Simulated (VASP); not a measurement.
# Li (Fm-3m) in VASP: notebook

Runs on Li. Level: PBEsol. Tasks: single point.

Everything below comes from runs of VASP 6.6.1. Logs are shortened: lines on timing, memory, paths and dates and some standing lists are left out, and cuts for length are marked.

### 1 The cell of the first run

The structure is cubic, space group Fm-3m (No. 225). Conventional cell: a = 5.253 Å, b = 5.253 Å, c = 5.253 Å, α = 90.00°, β = 90.00°, γ = 90.00°. Li (site symmetry m-3m) has 12 Li at 3.71 Å within 4.9 Å.

This isn't the form of Li at room conditions, which is bcc.

### 2 Single point, PBEsol (K replaced by Li, lengths x 0.778, strained)

Contents of INCAR:

```
SYSTEM = Li
PREC = Accurate ; ENCUT = 750
EDIFF = 1E-6 ; ISMEAR = 0
SIGMA = 0.1 ; LREAL = .FALSE.
LASPH = .TRUE. ; NELM = 120
ALGO = Normal ; ISIF = 2
LWAVE = .FALSE. ; LCHARG = .FALSE.
GGA = PS ; NBANDS = 8
GGA_COMPAT = .FALSE.
```

Contents of KPOINTS:

```
regular mesh
0
G
  6 6 6
  0 0 0
```

Contents of POSCAR:

```
Li
1.0
    0.0000000000      2.6265423315      2.6265423315
    2.6265423315      0.0000000000      2.6265423315
    2.6265423315      2.6265423315      0.0000000000
Li
1
Direct
    0.0000000000      0.0000000000      0.0000000000
```

Potentials or basis: VASP PAW PBE potentials, release 64 (Li_sv).

On the command line:

```bash
$ cat potpaw_PBE.64/Li_sv/POTCAR > POTCAR
$ mpirun -np 1 vasp_std > vasp.out
```

OUTCAR:

```text
SYSTEM = Li
   PREC = Accurate
   ENCUT = 750
   EDIFF = 1E-6
   ISMEAR = 0
   LREAL = .FALSE.
   LASPH = .TRUE.
   NELM = 120
   ISIF = 2
   GGA = PS

 ion  position               nearest neighbor table
   1  0.000  0.000  0.000-

  LATTYP: Found a face centered cubic cell.
 ALAT       =     5.2530846630

  Lattice vectors:

 A1 = (   0.0000000000,   2.6265423315,   2.6265423315)
 A2 = (   2.6265423315,   0.0000000000,   2.6265423315)
 A3 = (   2.6265423315,   2.6265423315,   0.0000000000)

Analysis of symmetry for initial positions (statically):
=====================================================================
 Subroutine PRICEL returns:
 Original cell was already a primitive cell.

 Routine SETGRP: Setting up the symmetry group for a
 face centered cubic supercell.

 Subroutine GETGRP returns: Found 48 space group operations
 (whereof 48 operations were pure point group operations)
 out of a pool of 48 trial point group operations.

The static configuration has the point symmetry O_h .

Analysis of symmetry for dynamics (positions and initial velocities):
=====================================================================
 Subroutine PRICEL returns:
 Original cell was already a primitive cell.

 Routine SETGRP: Setting up the symmetry group for a
 face centered cubic supercell.

 Subroutine GETGRP returns: Found 48 space group operations
 (whereof 48 operations were pure point group operations)
 out of a pool of 48 trial point group operations.

The dynamic configuration has the point symmetry O_h .

 Subroutine INISYM returns: Found 48 space group operations
 (whereof 48 operations are pure point group operations),
 and found     1 'primitive' translations

----------------------------------------------------------------------------------------

                                     Primitive cell

  volume of cell :      36.2396

  direct lattice vectors                    reciprocal lattice vectors
     0.000000000  2.626542332  2.626542332    -0.190364341  0.190364341  0.190364341
     2.626542332  0.000000000  2.626542332     0.190364341 -0.190364341  0.190364341
     2.626542332  2.626542332  0.000000000     0.190364341  0.190364341 -0.190364341

  length of vectors
     3.714491787  3.714491787  3.714491787     0.329720711  0.329720711  0.329720711

  position of ions in fractional coordinates (direct lattice)
     0.000000000  0.000000000  0.000000000

  ion indices of the primitive-cell ions
   primitive index   ion index
                 1           1

----------------------------------------------------------------------------------------

 KPOINTS: regular mesh

Automatic generation of k-mesh.
 Grid dimensions read from file:
 generate k-points for:    6    6    6

 Generating k-lattice:

  Cartesian coordinates                     Fractional coordinates (reciprocal lattice)
    -0.031727390  0.031727390  0.031727390     0.166666667  0.000000000  0.000000000
     0.031727390 -0.031727390  0.031727390     0.000000000  0.166666667  0.000000000
     0.031727390  0.031727390 -0.031727390     0.000000000  0.000000000  0.166666667

  Length of vectors
     0.054953452  0.054953452  0.054953452

  Shift w.r.t. Gamma in fractional coordinates (k-lattice)
     0.000000000  0.000000000  0.000000000

 Subroutine IBZKPT returns following result:
 ===========================================

 Found     16 irreducible k-points:

 Following reciprocal coordinates:
            Coordinates               Weight
  0.000000  0.000000  0.000000      1.000000
  0.166667  0.000000  0.000000      8.000000
  0.333333  0.000000  0.000000      8.000000
  0.500000  0.000000  0.000000      4.000000
  0.166667  0.166667  0.000000      6.000000
  0.333333  0.166667  0.000000     24.000000
  0.500000  0.166667  0.000000     24.000000
 -0.333333  0.166667  0.000000     24.000000
 -0.166667  0.166667  0.000000     12.000000
  0.333333  0.333333  0.000000      6.000000
  0.500000  0.333333  0.000000     24.000000
 -0.333333  0.333333  0.000000     12.000000
  0.500000  0.500000  0.000000      3.000000
  0.500000  0.333333  0.166667     24.000000
 -0.333333  0.333333  0.166667     24.000000
 -0.333333  0.500000  0.166667     12.000000
   k-points           NKPTS =     16   k-points in BZ     NKDIM =     16   number of bands    NBANDS=      8
   number of dos      NEDOS =    301   number of ions     NIONS =      1
   total plane-waves  NPLWV =  46656
   dimension x,y,z NGX =    36 NGY =   36 NGZ =   36
   dimension x,y,z NGXF=    72 NGYF=   72 NGZF=   72
   ions per type =               1
   NGX,Y,Z   is equivalent  to a cutoff of  16.11, 16.11, 16.11 a.u.
   NGXF,Y,Z  is equivalent  to a cutoff of  32.22, 32.22, 32.22 a.u.
 SYSTEM =  Li
   PREC   = accura    normal or accurate (medium, high low for compatibility)
   ISTART =      0    job   : 0-new  1-cont  2-samecut
   ICHARG =      2    charge: 1-file 2-atom 10-const
   ISPIN  =      1    spin polarized calculation?
   LNONCOLLINEAR =      F non collinear calculations
   LSORBIT =      F    spin-orbit coupling
   LASPH  =      T    aspherical Exc in radial PAW
   ENCUT  =  750.0 eV  55.12 Ry    7.42 a.u.   8.29  8.29  8.29*2*pi/ulx,y,z
   NELM   =    120;   NELMIN=  2; NELMDL= -5     # of ELM steps
   EDIFF  = 0.1E-05   stopping-criterion for ELM
   LREAL  =      F    real-space projection
   EDIFFG = 0.1E-04   stopping-criterion for IOM
   NSW    =      0    number of steps for IOM
   IBRION =     -1    ionic relax: 0-MD 1-quasi-New 2-CG
   NFREE  =      0    steps in history (QN), initial steepest desc. (CG)
   ISIF   =      2    stress and relaxation
   ISYM   =      2    0-nonsym 1-usesym 2-fastsym
   POTIM  = 0.5000    time-step for ionic-motion
   TEBEG  =    0.0;   TEEND  =   0.0 temperature during run
   PSTRESS=    0.0 pullay stress
   NELECT =       3.0000    total number of electrons
   NUPDOWN=      -1.0000    fix difference up-down
   EMIN   =  10.00;   EMAX   =-10.00  energy-range for DOS
   EFERMI =   0.00;   METHOD = LEGACY
   ISMEAR =     0;   SIGMA  =   0.10  broadening in eV -4-tet -1-fermi 0-gaus
   EFERMI_NEDOS =   21; number of points for ismear=-14 and -15
   IALGO  =     38    algorithm
   IMIX   =      4    mixing-type and parameters
     AMIX     =   0.40;   BMIX     =  1.00
     AMIX_MAG =   1.60;   BMIX_MAG =  1.00
  volume/ion in A,a.u.               =      36.24       244.56
  Fermi-wavevector in a.u.,A,eV,Ry     =   0.713489  1.348299  6.926278  0.509067
  Thomas-Fermi vector in A             =   1.801141
   LORBIT       =      0    0 simple, 1 ext, 2 COOP (PROOUT), +10 PAW based schemes
   GGA     = PS    functional components
   LHFCALC =     F    Hartree Fock is set to
   AEXX    =    0.0000 exact exchange contribution
   IVDW    =     0    specifies the selected vdW correction
   LEPSILON=     F    determine dielectric tensor
   LRPA    =     F    only Hartree local field effects (RPA)
 non-spin polarized calculation
 Gauss-broadening in eV      SIGMA  =   0.10
  energy-cutoff  :      750.00
  volume of cell :       36.24
 maximum number of plane-waves:      1711
 NGX is ok and might be reduce to    36
   NGX = 17   NGY = 17   NGZ = 17

 number of electron       2.9999999 magnetization

 Free energy of the ion-electron system (eV)
  ---------------------------------------------------
  ext. energy  EPLUGINS =         0.00000000
  ---------------------------------------------------
  free energy    TOTEN  =        -1.72915806 eV

  energy without entropy =       -1.72456614  energy(sigma->0) =       -1.72686210

 E-fermi :  -0.7930     XC(G=0):  -5.7484

 val. band max:       -0.8510428372   @ k =   0.5000   0.3333   0.1667
 cond. band min:      -0.4586786914   @ k =   0.5000   0.0000   0.0000
 fundamental gap:      0.3923641458
 Fermi energy:        -0.7930349244

 k-point     1 :       0.0000    0.0000    0.0000
  band No.  band energies     occupation
      1     -47.6130      2.00000
      2      -3.4001      2.00000
      3       8.8824      0.00000
      4       8.8824      0.00000
      5       8.8824      0.00000
      6      11.9501      0.00000
      7      11.9501      0.00000
      8      11.9501      0.00000

 k-point     2 :       0.1667    0.0000    0.0000
  band No.  band energies     occupation
      1     -47.6127      2.00000
      2      -3.0162      2.00000
      3       6.4219      0.00000
      4       8.4078      0.00000
      5       8.4078      0.00000
      6      11.3323      0.00000
      7      12.6702      0.00000
      8      12.6702      0.00000

 k-point     3 :       0.3333    0.0000    0.0000
  band No.  band energies     occupation
      1     -47.6119      2.00000
      2      -1.8754      2.00000
      3       3.0467      0.00000
      4       7.9085      0.00000
      5       7.9085      0.00000
      6      11.5272      0.00000
      7      11.5272      0.00000
      8      11.5798      0.00000

 k-point     4 :       0.5000    0.0000    0.0000
  band No.  band energies     occupation
      1     -47.6115      2.00000
      2      -0.4587      0.00000
      3       0.8428      0.00000
      4       7.7694      0.00000
      5       7.7694      0.00000
      6      10.8719      0.00000
      7      10.8719      0.00000
      8      11.3742      0.00000

 k-point     5 :       0.1667    0.1667    0.0000
  band No.  band energies     occupation
      1     -47.6125      2.00000
      2      -2.8877      2.00000
      3       7.2433      0.00000
      4       7.2433      0.00000
      5       8.4777      0.00000
      6       9.2566      0.00000
      7      10.7876      0.00000
      8      14.3070      0.00000

 k-point     6 :       0.3333    0.1667    0.0000
  band No.  band energies     occupation
      1     -47.6119      2.00000
      2      -1.9940      2.00000
      3       4.3744      0.00000
      4       6.5780      0.00000
      5       7.4386      0.00000
      6       9.0245      0.00000
      7      10.8513      0.00000
      8      14.1859      0.00000

 k-point     7 :       0.5000    0.1667    0.0000
  band No.  band energies     occupation
      1     -47.6114      2.00000
      2      -0.4266      0.00000
      3       1.5295      0.00000
      4       6.1654      0.00000
      5       6.6664      0.00000
      6       9.0225      0.00000
      7      12.8280      0.00000
      8      13.0641      0.00000

 k-point     8 :      -0.3333    0.1667    0.0000
  band No.  band energies     occupation
      1     -47.6115      2.00000
      2      -0.9932      1.99535
      3       2.3290      0.00000
      4       5.5607      0.00000
      5       7.4697      0.00000
      6       9.7719      0.00000
      7      12.2365      0.00000
      8      13.1272      0.00000

 k-point     9 :      -0.1667    0.1667    0.0000
  band No.  band energies     occupation
      1     -47.6122      2.00000
      2      -2.3764      2.00000
      3       5.1749      0.00000
      4       5.9493      0.00000
      5       8.5853      0.00000
      6      11.2771      0.00000
      7      11.8493      0.00000
      8      12.5525      0.00000

 k-point    10 :       0.3333    0.3333    0.0000
  band No.  band energies     occupation
      1     -47.6115      2.00000
      2      -1.3601      2.00000
      3       5.2882      0.00000
      4       5.6479      0.00000
      5       5.6479      0.00000
      6       7.4485      0.00000
      7       8.8558      0.00000
      8      17.3216      0.00000

 k-point    11 :       0.5000    0.3333    0.0000
  band No.  band energies     occupation
      1     -47.6112      2.00000
      2      -0.0133      0.00000
      3       3.0544      0.00000
      4       3.8891      0.00000
      5       5.5031      0.00000
      6       8.1349      0.00000
      7      10.1831      0.00000
      8      16.4565      0.00000

 k-point    12 :      -0.3333    0.3333    0.0000
  band No.  band energies     occupation
      1     -47.6112      2.00000
      2       0.6411      0.00000
      3       1.7183      0.00000
      4       3.4730      0.00000
      5       6.1663      0.00000
      6       8.7306      0.00000
      7      13.4607      0.00000
      8      14.9083      0.00000

 k-point    13 :       0.5000    0.5000    0.0000
  band No.  band energies     occupation
      1     -47.6110      2.00000
      2       0.5394      0.00000
      3       2.3274      0.00000
      4       5.0915      0.00000
      5       5.0915      0.00000
      6       6.8447      0.00000
      7       8.7243      0.00000
      8      19.2984      0.00000

 k-point    14 :       0.5000    0.3333    0.1667
  band No.  band energies     occupation
      1     -47.6114      2.00000
      2      -0.8510      1.58799
      3       3.4599      0.00000
      4       4.5403      0.00000
      5       5.7851      0.00000
      6      10.1653      0.00000
      7      10.7682      0.00000
      8      13.7376      0.00000

 k-point    15 :      -0.3333    0.3333    0.1667
  band No.  band energies     occupation
      1     -47.6112      2.00000
      2       0.7080      0.00000
      3       1.4948      0.00000
      4       4.2612      0.00000
      5       4.9927      0.00000
      6      10.1315      0.00000
      7      12.4286      0.00000
      8      13.9850      0.00000

 k-point    16 :      -0.3333    0.5000    0.1667
  band No.  band energies     occupation
      1     -47.6110      2.00000
      2       1.1295      0.00000
      3       2.4920      0.00000
      4       2.8771      0.00000
      5       4.4215      0.00000
      6      10.2168      0.00000
      7      10.2179      0.00000
      8      15.3311      0.00000

------------------------ aborting loop because EDIFF is reached ----------------------------------------

  FORCE on cell =-STRESS in cart. coord.  units (eV):
  Direction    XX          YY          ZZ          XY          YZ          ZX
  --------------------------------------------------------------------------------------
  -------------------------------------------------------------------------------------
  Total       -0.6816791     -0.6816791     -0.6816791      0.0000000      0.0000000      0.0000000
  in kB      -30.1375100    -30.1375100    -30.1375100      0.0000000      0.0000000      0.0000000
  external PRESSURE =     -30.1375100 kB  Pullay stress =       0.0000000 kB

 VOLUME and BASIS-vectors are now :
 -----------------------------------------------------------------------------
  energy-cutoff  :      750.00
  volume of cell :       36.24
      direct lattice vectors                 reciprocal lattice vectors
     0.000000000  2.626542332  2.626542332    -0.190364341  0.190364341  0.190364341
     2.626542332  0.000000000  2.626542332     0.190364341 -0.190364341  0.190364341
     2.626542332  2.626542332  0.000000000     0.190364341  0.190364341 -0.190364341

 POSITION                                       TOTAL-FORCE (eV/Angst)
 -----------------------------------------------------------------------------------
      0.00000      0.00000      0.00000        -0.000000     -0.000000      0.000000
 -----------------------------------------------------------------------------------
    total drift:                               -0.000000     -0.000000     -0.000000

  FREE ENERGIE OF THE ION-ELECTRON SYSTEM (eV)
  ---------------------------------------------------
  free  energy   TOTEN  =        -1.7291580561 eV

  energy  without entropy=       -1.7245661371  energy(sigma->0) =       -1.72686210
```

It took 14 s on 1 thread of AMD EPYC 7R43 (Zen 3), shared host; peak memory 0.15 GiB.

Results:

| Item | Value |
| --- | --- |
| Free energy | -1.7292 eV |
| Pressure | -3.0 GPa |
| Band gap on the k mesh | zero (an odd number of electrons rules out a gap without spin polarisation) |

Caveat: the cell differs from its parent crystal (K replaced by Li, lengths x 0.778, strained); the cell stands under tension; the PAW data sets were made with another functional, which shifts forces and pressure a little.

### 3 Single point, PBEsol (K replaced by Li, lengths x 0.778, strained)

Contents of INCAR:

```
PREC = Accurate
ENCUT = 520
EDIFF = 1E-6
ISMEAR = 0
SIGMA = 0.1
LREAL = False
LASPH = True
NELM = 100
ALGO = Fast
ISIF = 2
LWAVE = False
LCHARG = False
GGA = PS
NBANDS = 8
```

Contents of KPOINTS:

```
regular mesh
0
Gamma
  14 14 14
```

POSCAR is that of step 2.

Potentials or basis: VASP PAW PBE potentials, release 64 (Li_sv).

On the command line:

```bash
$ cat potpaw_PBE.64/Li_sv/POTCAR > POTCAR
$ mpirun -np 1 vasp_std > vasp.out
```

It took 14 s on 1 thread of AMD EPYC 9R45 (Zen 5), shared host; peak memory 0.12 GiB.

The run converged. Its results:

```
Free energy            : -1.7442 eV
Band gap on the k mesh : zero (an odd number of electrons rules out a gap without spin polarisation)
```

Levels at points of the mesh, in eV from the Fermi level:
```
           k point  band 1  band 2  band 3  band 4  band 5  band 6
(0.00, 0.00, 0.00)  -46.98   -2.75    9.53    9.53    9.53   12.60
(0.50, 0.00, 0.00)  -46.98    0.19    1.50    8.42    8.42   11.52
(0.50, 0.50, 0.00)  -46.98    1.19    2.98    5.74    5.74    7.49
```

Caveat: the cell differs from its parent crystal (K replaced by Li, lengths x 0.778, strained); the cutoff is under 1.25 times the usual one of these potentials, so pressure, stress and relaxed cells hold a basis-set (Pulay) error; the PAW data sets were made with another functional, which shifts forces and pressure a little.
